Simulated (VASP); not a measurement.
Au: single point with PBEsol

Crystal: Au.

```
Au
1.0
     2.92399    0.00000    0.00000
    -1.46199    2.53225    0.00000
     0.00000    0.00000    4.66162
Au
2
Cartesian
  0.0000 1.6882 3.4962
  1.4620 0.8441 1.1654
```

This isn't the form of Au at room conditions, which is fcc.

```
Program                : VASP 6.6.1
Task                   : single point
Functional             : PBEsol
Potentials or basis    : VASP PAW PBE potentials, release 64 (Au)
Cutoff                 : 520 eV
k mesh                 : 12 × 12 × 8
Occupations            : gaussian, width 0.1 eV
Spin                   : no spin polarisation
Dipole correction      : no
Further INCAR settings : ALGO = Fast; EDIFF = 1e-07; NBANDS = 18
```

The pressure is -2.1 GPa and the band gap on the k mesh is zero (bands 11 and 12 overlap by 6.75 eV).

Stress tensor (GPa, compression positive):
```
-2.97  0.00  0.00
 0.00 -2.97  0.00
 0.00  0.00 -0.28
```

Levels at points of the mesh, in eV from the Fermi level:
```
           k point  band 7  band 8  band 9  band 10  band 11  band 12  band 13  band 14  band 15  band 16
(0.00, 0.00, 0.00)   -3.99   -3.65   -3.65    -2.03    -2.03    -0.66     3.39    14.38    16.63    16.88
(0.50, 0.00, 0.00)   -3.69   -1.91   -1.67    -1.67     0.31     1.38     6.16     7.63     7.66     9.76
(0.00, 0.00, 0.50)   -4.48   -4.48   -2.49    -2.49    -2.49    -2.49    11.79    11.79    14.68    14.68
(0.50, 0.00, 0.50)   -2.27   -2.27   -1.76    -1.76     0.49     0.49     3.89     3.89    13.35    13.35
```

Wall time 100 s on 1 thread of AMD EPYC 7R13, with other jobs on the host, peak memory 0.16 GiB.

Caveat: the PAW data sets were made with another functional, which shifts forces and pressure a little; spin-orbit coupling is left out, which moves the levels of the heavy elements.
